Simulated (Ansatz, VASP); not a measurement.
## Au: VASP beside Ansatz

```
Au
1.0
     0.00000    1.94089    1.94089
     1.94089    0.00000    1.94089
     1.94089    1.94089    0.00000
Au
1
Cartesian
  0.0000 0.0000 0.0000
```

Alike in both runs: task relaxation of cell and atoms; functional PBEsol; k mesh 8 × 8 × 8; occupations gaussian, width 0.1 eV; no spin polarisation.

```csv
,VASP,Ansatz
version,VASP 6.6.1,Ansatz 0.2.0
potentials or method,"VASP PAW PBE potentials, release 64 (Au), cutoff 500 eV","scalar-relativistic, plane waves, PAW"
valence electrons in the cell,11,19
```

```tsv
	VASP	Ansatz	Ansatz less VASP
gap on the k mesh at the Fermi level, each at its own relaxed structure (eV)	none	none	-
relaxed volume (Å³/atom)	17.09	17.11	+0.017
relaxed cell length with the largest relative difference (Å)	2.891	2.892	+0.0009
```

VASP's potentials were made for PBE, not for PBEsol. A gap of «none» marks a metal or a gap that the smearing closes. VASP's potentials hold 11 valence electrons a cell and Ansatz's 19, so a difference there can come from the potentials and not from the codes.

Neither program's run includes spin-orbit coupling. Noted on VASP's run: the volume moved by over 15 % at a fixed basis, so the end points are rough.
